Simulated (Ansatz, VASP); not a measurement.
# One calculation of Al, two programs

```
Al
1.0
     9.00000    0.00000    0.00000
     0.00000    9.30000    0.00000
     0.00000    0.00000    2.41858
Al
1
Direct
  0.50000 0.50000 0.00000
```

Alike in both runs: task single point; functional PBE; k mesh 1 × 1 × 25; occupations gaussian, width 0.05 eV; collinear spin.

|  | VASP | Ansatz |
| --- | --- | --- |
| version | VASP 6.6.1 | Ansatz 0.2.0 |
| potentials or method | VASP PAW PBE potentials, release 64 (Al) | scalar-relativistic, plane waves, PAW |
| plane-wave cutoff (eV) | 400 | 420 |
| valence electrons in the cell | 3 | 3 |

```csv
,VASP,Ansatz,Ansatz less VASP
gap on the k mesh at the Fermi level (eV),none,none,-
net moment per atom (μB),0.12,0.12,0.000
```

A gap of «none» marks a metal or a gap that the smearing closes.
